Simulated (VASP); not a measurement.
# Au (Fd-3m) in VASP: notebook

Runs on Au. Level: PBE. Tasks: single point.

Everything below comes from runs of VASP 6.6.1. Logs are shortened: lines on timing, memory, paths and dates and some standing lists are left out, and cuts for length are marked.

## (1) The cell of the first run

It takes space group Fd-3m (No. 227, cubic). The conventional cell has a = 5.673 Å, b = 5.673 Å, c = 5.673 Å, α = 90.00°, β = 90.00°, γ = 90.00°. Within 3.2 Å of Au (site symmetry -43m) lie 4 Au at 2.46 Å.

## (2) Single point, PBE (volume scaled by 0.78)

INCAR

```
ALGO     = Normal         # electronic algorithm
EDIFF    = 1E-6           # SCF threshold, eV
ENCUT    = 520            # plane-wave cutoff, eV
GGA      = PE             # functional
ISIF     = 2              # what is computed and relaxed
ISMEAR   = -1             # smearing method
LASPH    = T              # aspherical terms in the spheres
LCHARG   = T              # write CHGCAR
LELF     = T              # ELF
LREAL    = F              # projectors in reciprocal space
LVHAR    = T            
LWAVE    = F              # write WAVECAR
NBANDS   = 18             # bands
NELM     = 80             # most SCF steps
PREC     = Accurate       # precision mode
SIGMA    = 0.05           # smearing width, eV
```

KPOINTS

```
k-points
0
Gamma
  12 12 12
```

POSCAR

```
Au
1.0
    0.0000000000      2.8365441024      2.8365441024
    2.8365441024      0.0000000000      2.8365441024
    2.8365441024      2.8365441024      0.0000000000
Au
2
Direct
   -0.1250000000     -0.1250000000     -0.1250000000
    0.1250000000      0.1250000000      0.1250000000
```

Potentials or basis: VASP PAW PBE potentials, release 64 (Au).

Run with:

```console
> cat potpaw_PBE.64/Au/POTCAR > POTCAR
> mpirun -np 1 vasp_std > vasp.out
```

OUTCAR:

```text
EDIFF = 1E-6
   ENCUT = 520
   GGA = PE
   ISIF = 2
   ISMEAR = -1
   LASPH = T
   LREAL = F
   NELM = 80
   PREC = Accurate

 ion  position               nearest neighbor table
   1  0.875  0.875  0.875-   2 2.46   2 2.46   2 2.46   2 2.46
   2  0.125  0.125  0.125-   1 2.46   1 2.46   1 2.46   1 2.46

  LATTYP: Found a face centered cubic cell.
 ALAT       =     5.6730882048

  Lattice vectors:

 A1 = (   0.0000000000,   2.8365441024,   2.8365441024)
 A2 = (   2.8365441024,   0.0000000000,   2.8365441024)
 A3 = (   2.8365441024,   2.8365441024,   0.0000000000)

Analysis of symmetry for initial positions (statically):
=====================================================================
 Subroutine PRICEL returns:
 Original cell was already a primitive cell.

 Routine SETGRP: Setting up the symmetry group for a
 face centered cubic supercell.

 Subroutine GETGRP returns: Found 48 space group operations
 (whereof 12 operations were pure point group operations)
 out of a pool of 48 trial point group operations.

The static configuration has the point symmetry D_3d.
 The point group associated with its full space group is O_h .

Analysis of symmetry for dynamics (positions and initial velocities):
=====================================================================
 Subroutine PRICEL returns:
 Original cell was already a primitive cell.

 Routine SETGRP: Setting up the symmetry group for a
 face centered cubic supercell.

 Subroutine GETGRP returns: Found 48 space group operations
 (whereof 12 operations were pure point group operations)
 out of a pool of 48 trial point group operations.

The dynamic configuration has the point symmetry D_3d.
 The point group associated with its full space group is O_h .

 Subroutine INISYM returns: Found 48 space group operations
 (whereof 12 operations are pure point group operations),
 and found     1 'primitive' translations

----------------------------------------------------------------------------------------

                                     Primitive cell

  volume of cell :      45.6456

  direct lattice vectors                    reciprocal lattice vectors
     0.000000000  2.836544102  2.836544102    -0.176270836  0.176270836  0.176270836
     2.836544102  0.000000000  2.836544102     0.176270836 -0.176270836  0.176270836
     2.836544102  2.836544102  0.000000000     0.176270836  0.176270836 -0.176270836

  length of vectors
     4.011479140  4.011479140  4.011479140     0.305310044  0.305310044  0.305310044

  position of ions in fractional coordinates (direct lattice)
     0.875000000  0.875000000  0.875000000
     0.125000000  0.125000000  0.125000000

  ion indices of the primitive-cell ions
   primitive index   ion index
                 1           1
                 2           2

----------------------------------------------------------------------------------------

 KPOINTS: k-points

Automatic generation of k-mesh.
 Grid dimensions read from file:
 generate k-points for:   12   12   12

 Generating k-lattice:

  Cartesian coordinates                     Fractional coordinates (reciprocal lattice)
    -0.014689236  0.014689236  0.014689236     0.083333333  0.000000000  0.000000000
     0.014689236 -0.014689236  0.014689236     0.000000000  0.083333333  0.000000000
     0.014689236  0.014689236 -0.014689236     0.000000000  0.000000000  0.083333333

  Length of vectors
     0.025442504  0.025442504  0.025442504

  Shift w.r.t. Gamma in fractional coordinates (k-lattice)
     0.000000000  0.000000000  0.000000000

 Subroutine IBZKPT returns following result:
 ===========================================

 Found     72 irreducible k-points:

 Following reciprocal coordinates:
            Coordinates               Weight
  0.000000  0.000000  0.000000      1.000000
  0.083333  0.000000  0.000000      8.000000
  0.166667  0.000000  0.000000      8.000000
  0.250000  0.000000  0.000000      8.000000
  0.333333  0.000000  0.000000      8.000000
  0.416667  0.000000  0.000000      8.000000
[... 16 lines left out ...]
  0.500000  0.166667  0.000000     24.000000
 -0.416667  0.166667  0.000000     24.000000
 [... further k-points ...]
   k-points           NKPTS =     72   k-points in BZ     NKDIM =     72   number of bands    NBANDS=     18
   number of dos      NEDOS =    301   number of ions     NIONS =      2
   total plane-waves  NPLWV =  27000
   dimension x,y,z NGX =    30 NGY =   30 NGZ =   30
   dimension x,y,z NGXF=    60 NGYF=   60 NGZF=   60
   ions per type =               2
   NGX,Y,Z   is equivalent  to a cutoff of  12.43, 12.43, 12.43 a.u.
   NGXF,Y,Z  is equivalent  to a cutoff of  24.87, 24.87, 24.87 a.u.
 SYSTEM =  unknown system
   PREC   = accura    normal or accurate (medium, high low for compatibility)
   ISTART =      0    job   : 0-new  1-cont  2-samecut
   ICHARG =      2    charge: 1-file 2-atom 10-const
   ISPIN  =      1    spin polarized calculation?
   LNONCOLLINEAR =      F non collinear calculations
   LSORBIT =      F    spin-orbit coupling
   LASPH  =      T    aspherical Exc in radial PAW
   ENCUT  =  520.0 eV  38.22 Ry    6.18 a.u.   7.46  7.46  7.46*2*pi/ulx,y,z
   NELM   =     80;   NELMIN=  2; NELMDL= -5     # of ELM steps
   EDIFF  = 0.1E-05   stopping-criterion for ELM
   LREAL  =      F    real-space projection
   EDIFFG = 0.1E-04   stopping-criterion for IOM
   NSW    =      0    number of steps for IOM
   IBRION =     -1    ionic relax: 0-MD 1-quasi-New 2-CG
   NFREE  =      0    steps in history (QN), initial steepest desc. (CG)
   ISIF   =      2    stress and relaxation
   ISYM   =      2    0-nonsym 1-usesym 2-fastsym
   POTIM  = 0.5000    time-step for ionic-motion
   TEBEG  =    0.0;   TEEND  =   0.0 temperature during run
   PSTRESS=    0.0 pullay stress
   NELECT =      22.0000    total number of electrons
   NUPDOWN=      -1.0000    fix difference up-down
   EMIN   =  10.00;   EMAX   =-10.00  energy-range for DOS
   EFERMI =   0.00;   METHOD = LEGACY
   ISMEAR =    -1;   SIGMA  =   0.05  broadening in eV -4-tet -1-fermi 0-gaus
   EFERMI_NEDOS =   21; number of points for ismear=-14 and -15
   IALGO  =     38    algorithm
   IMIX   =      4    mixing-type and parameters
     AMIX     =   0.40;   BMIX     =  1.00
     AMIX_MAG =   1.60;   BMIX_MAG =  1.00
  volume/ion in A,a.u.               =      22.82       154.02
  Fermi-wavevector in a.u.,A,eV,Ry     =   1.283560  2.425577 22.415957  1.647526
  Thomas-Fermi vector in A             =   2.415806
   LORBIT       =      0    0 simple, 1 ext, 2 COOP (PROOUT), +10 PAW based schemes
   GGA     = PE    functional components
   LHFCALC =     F    Hartree Fock is set to
   AEXX    =    0.0000 exact exchange contribution
   IVDW    =     0    specifies the selected vdW correction
   LEPSILON=     F    determine dielectric tensor
   LRPA    =     F    only Hartree local field effects (RPA)
 non-spin polarized calculation
  energy-cutoff  :      520.00
  volume of cell :       45.65
 maximum number of plane-waves:      1248
 NGX is ok and might be reduce to    30
   NGX = 15   NGY = 15   NGZ = 15

 number of electron      21.9999996 magnetization

 Free energy of the ion-electron system (eV)
  ---------------------------------------------------
  ext. energy  EPLUGINS =         0.00000000
  ---------------------------------------------------
  free energy    TOTEN  =        -4.20795800 eV

  energy without entropy =       -4.19757897  energy(sigma->0) =       -4.20276849

 E-fermi :   5.4489     XC(G=0): -10.6327

 val. band max:        5.4284053233   @ k =  -0.3333   0.4167   0.1667
 cond. band min:       5.4579397507   @ k =  -0.4167   0.1667   0.0000
 fundamental gap:      0.0295344274
 Fermi energy:         5.4489459814

 k-point     1 :       0.0000    0.0000    0.0000
  band No.  band energies     occupation
      1      -2.1546      2.00000
      2       0.0361      2.00000
      3       0.0361      2.00000
      4       0.1489      2.00000
      5       0.1489      2.00000
      6       0.1489      2.00000
[... 10 lines left out ...]
     17      17.6672      0.00000
     18      17.6672      0.00000

 k-point     2 :       0.0833    0.0000    0.0000
  band No.  band energies     occupation
      1      -2.0511      2.00000
      2      -0.0769      2.00000
      3      -0.0769      2.00000
      4       0.1404      2.00000
      5       0.2949      2.00000
      6       0.2949      2.00000
[... 10 lines left out ...]
     17      18.3152      0.00000
     18      18.3156      0.00000

 k-point     3 :       0.1667    0.0000    0.0000
  band No.  band energies     occupation
      1      -1.7570      2.00000
      2      -0.1730      2.00000
      3      -0.1730      2.00000
      4       0.1187      2.00000
      5       0.4687      2.00000
      6       0.4687      2.00000
[... 10 lines left out ...]
     17      18.1622      0.00000
     18      18.6751      0.00000

 k-point     4 :       0.2500    0.0000    0.0000
  band No.  band energies     occupation
      1      -1.3303      2.00000
      2      -0.2000      2.00000
      3      -0.2000      2.00000
      4       0.0914      2.00000
      5       0.5648      2.00000
      6       0.5648      2.00000
[... 10 lines left out ...]
     17      18.5811      0.00000
     18      18.5811      0.00000

 k-point     5 :       0.3333    0.0000    0.0000
  band No.  band energies     occupation
      1      -0.8860      2.00000
      2      -0.1589      2.00000
      3      -0.1589      2.00000
      4       0.0605      2.00000
      5       0.5444      2.00000
      6       0.5444      2.00000
[... 10 lines left out ...]
     17      18.4839      0.00000
     18      18.4839      0.00000

 k-point     6 :       0.4167    0.0000    0.0000
  band No.  band energies     occupation
      1      -0.5627      2.00000
      2      -0.0724      2.00000
      3      -0.0724      2.00000
      4       0.0193      2.00000
      5       0.4444      2.00000
      6       0.4444      2.00000
[... 10 lines left out ...]
     17      18.4162      0.00000
     18      18.4162      0.00000

 k-point     7 :       0.5000    0.0000    0.0000
  band No.  band energies     occupation
      1      -0.4433      2.00000
      2      -0.0150      2.00000
      3      -0.0150      2.00000
      4      -0.0088      2.00000
      5       0.3769      2.00000
      6       0.3769      2.00000
[... 10 lines left out ...]
     17      18.3921      0.00000
     18      18.3921      0.00000

 k-point     8 :       0.0833    0.0833    0.0000
  band No.  band energies     occupation
      1      -2.0157      2.00000
      2      -0.1985      2.00000
      3       0.0981      2.00000
      4       0.1418      2.00000
      5       0.1418      2.00000
      6       0.4163      2.00000
[... 10 lines left out ...]
     17      18.4032      0.00000
     18      18.6815      0.00000
[... 229 lines left out ...]
     17      19.6679      0.00000
     18      19.6680      0.00000

 k-point    20 :       0.2500    0.1667    0.0000
  band No.  band energies     occupation
      1      -1.2728      2.00000
      2      -0.4964      2.00000
      3       0.0782      2.00000
      4       0.0877      2.00000
      5       0.4285      2.00000
      6       0.9021      2.00000
[... 10 lines left out ...]
     17      19.8010      0.00000
     18      20.0423      0.00000

 k-point    21 :       0.3333    0.1667    0.0000
  band No.  band energies     occupation
      1      -0.8493      2.00000
      2      -0.5034      2.00000
      3       0.0288      2.00000
      4       0.0501      2.00000
      5       0.5354      2.00000
      6       0.9793      2.00000
[... 10 lines left out ...]
     17      19.5605      0.00000
     18      19.9334      0.00000

 k-point    22 :       0.4167    0.1667    0.0000
  band No.  band energies     occupation
      1      -0.4763      2.00000
      2      -0.4679      2.00000
      3      -0.0175      2.00000
      4       0.0148      2.00000
      5       0.6082      2.00000
      6       0.9133      2.00000
[... 10 lines left out ...]
     17      19.0229      0.00000
     18      20.0898      0.00000

 k-point    23 :       0.5000    0.1667    0.0000
  band No.  band energies     occupation
      1      -0.4323      2.00000
      2      -0.2581      2.00000
      3      -0.0674      2.00000
      4       0.0066      2.00000
      5       0.7082      2.00000
      6       0.7580      2.00000
[... 10 lines left out ...]
     17      19.9136      0.00000
     18      19.9653      0.00000

 k-point    24 :      -0.4167    0.1667    0.0000
  band No.  band energies     occupation
      1      -0.4126      2.00000
      2      -0.1998      2.00000
      3      -0.1880      2.00000
      4       0.1043      2.00000
      5       0.5635      2.00000
      6       0.8503      2.00000
[... 10 lines left out ...]
     17      19.5729      0.00000
     18      20.6481      0.00000

 [... further k-points ...]
[... 5 lines left out ...]
  --------------------------------------------------------------------------------------
  -------------------------------------------------------------------------------------
  Total        7.5557785      7.5557785      7.5557785      0.0000000      0.0000000      0.0000000
  in kB      265.2107857    265.2107857    265.2107857      0.0000000      0.0000000      0.0000000
  external PRESSURE =     265.2107857 kB  Pullay stress =       0.0000000 kB

 VOLUME and BASIS-vectors are now :
 -----------------------------------------------------------------------------
  energy-cutoff  :      520.00
  volume of cell :       45.65
      direct lattice vectors                 reciprocal lattice vectors
     0.000000000  2.836544102  2.836544102    -0.176270836  0.176270836  0.176270836
     2.836544102  0.000000000  2.836544102     0.176270836 -0.176270836  0.176270836
     2.836544102  2.836544102  0.000000000     0.176270836  0.176270836 -0.176270836

 POSITION                                       TOTAL-FORCE (eV/Angst)
 -----------------------------------------------------------------------------------
      4.96395      4.96395      4.96395        -0.000000      0.000000     -0.000000
      0.70914      0.70914      0.70914         0.000000     -0.000000      0.000000
 -----------------------------------------------------------------------------------
    total drift:                               -0.000000      0.000000      0.000000

  FREE ENERGIE OF THE ION-ELECTRON SYSTEM (eV)
  ---------------------------------------------------
  free  energy   TOTEN  =        -4.2079580005 eV

  energy  without entropy=       -4.1975789740  energy(sigma->0) =       -4.20276849
```

It took 41 s on 1 thread of Intel Xeon Platinum 8259CL at 2.50GHz (Skylake/Cascade Lake), shared host; peak memory 0.19 GiB.

Results:

* Free energy: -4.2080 eV
* Pressure: 26.5 GPa
* Band gap on the k mesh: zero (band 11 reaches 5.90 eV, above the bottom of band 12 at 5.23 eV)

Levels at points of the mesh, in eV from the Fermi level:
| k point | band 8 | band 9 | band 10 | band 11 | band 12 | band 13 | band 14 | band 15 |
| --- | --- | --- | --- | --- | --- | --- | --- | --- |
| (0.00, 0.00, 0.00) | -2.83 | -2.83 | -1.24 | -1.24 | 10.32 | 10.53 | 11.34 | 11.34 |
| (0.50, 0.00, 0.00) | -2.42 | -1.71 | -1.51 | -1.51 | -0.20 | 7.69 | 7.69 | 9.92 |
| (0.50, 0.50, 0.00) | -3.48 | -1.26 | -1.26 | 0.45 | 0.45 | 3.66 | 3.66 | 9.01 |

Caveat: spin-orbit coupling is left out, which moves the levels of the heavy elements.

(Continued in part 2 of 2.)
